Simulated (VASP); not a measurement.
**BeTe: single point with r2SCAN**

The system is BeTe.

```
Be Te
1.0
     2.84255    2.84255    0.00000
    -2.84255    2.84255    0.00000
     0.00000    2.84255    2.81741
Be Te
1 1
Direct
  0.00000 0.00000 0.00000
  0.75000 0.25000 0.50000
```

This cell differs from its parent crystal: in-plane strain +0.005, then relaxed in part.

```json
{
  "Program": "VASP 6.6.1",
  "Task": "single point",
  "Functional": "r2SCAN",
  "Potentials or basis": "VASP PAW PBE potentials, release 64 (Be, Te)",
  "Cutoff": "520 eV",
  "k mesh": "8 × 8 × 8",
  "Occupations": "gaussian, width 0.01 eV",
  "Spin": "no spin polarisation",
  "Dipole correction": "no",
  "Further INCAR settings": "ALGO = Normal; EDIFF = 1e-06; NBANDS = 11"
}
```

The pressure is -0.2 GPa and the band gap on the k mesh is 2.31 eV, indirect (least direct gap 3.99 eV).

Stress tensor (GPa, compression positive):
```
-0.37  0.00  0.00
 0.00 -0.37  0.00
 0.00  0.00  0.18
```

Levels at points of the mesh, in eV from the valence-band top:
| k point | band 1 | band 2 | band 3 | band 4 | band 5 | band 6 | band 7 | band 8 |
| --- | --- | --- | --- | --- | --- | --- | --- | --- |
| (0.00, 0.00, 0.00) | -12.69 | -0.05 | -0.05 | 0.00 | 3.99 | 4.01 | 4.01 | 4.33 |
| (0.50, 0.00, 0.00) | -11.30 | -5.67 | -1.21 | -1.13 | 3.46 | 4.97 | 5.03 | 8.44 |
| (0.50, 0.50, 0.00) | -10.79 | -5.28 | -2.69 | -2.67 | 2.37 | 3.01 | 10.38 | 10.43 |
| (0.00, 0.00, 0.50) | -10.76 | -5.23 | -2.75 | -2.75 | 2.31 | 2.93 | 10.42 | 10.42 |

Run time: 120 s on 1 thread of Intel Xeon 6975P-C, on a shared host, peak memory 0.19 GiB.

Caveat: the cell differs from its parent crystal (in-plane strain +0.005, then relaxed in part); the PAW data sets were made with another functional, which shifts forces and pressure a little; spin-orbit coupling is left out, which moves the levels of the heavy elements. A k mesh can miss the band edges.
